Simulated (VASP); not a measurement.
Input of a VASP 6.6.1 run:

Contents of INCAR:

```
ALGO     = Normal         # electronic algorithm
EDIFF    = 1E-7           # SCF threshold, eV
ENCUT    = 520            # plane-wave cutoff, eV
GGA      = PE             # functional
ISIF     = 2              # what is computed and relaxed
ISMEAR   = 0              # smearing method
LASPH    = True           # aspherical terms in the spheres
LCHARG   = False          # write CHGCAR
LREAL    = False          # projectors in reciprocal space
LWAVE    = False          # write WAVECAR
NBANDS   = 13             # bands
NELM     = 100            # most SCF steps
PREC     = Accurate       # precision mode
SIGMA    = 0.15           # smearing width, eV
```

Contents of KPOINTS:

```
k-points
0
Gamma
  20 20 20
```

Contents of POSCAR:

```
Ru
1.0
    0.0666779414      1.8907959090      1.8907959090
    1.8907959090      0.0666779414      1.8907959090
    1.8907959090      1.8907959090      0.0666779414
Ru
1
Direct
    0.0000000000      0.0000000000      0.0000000000
```

Potentials or basis: VASP PAW PBE potentials, release 64 (Ru_pv).

Command:

```sh
$ cat potpaw_PBE.64/Ru_pv/POTCAR > POTCAR
$ mpirun -np 1 vasp_std > vasp.out
```

(1) What does it give for the band gap on the k mesh?

(2) Predict the pressure.

Results:

(1) zero (band 7 reaches 16.32 eV, above the bottom of band 8 at 12.49 eV).

(2) 30.0 GPa.
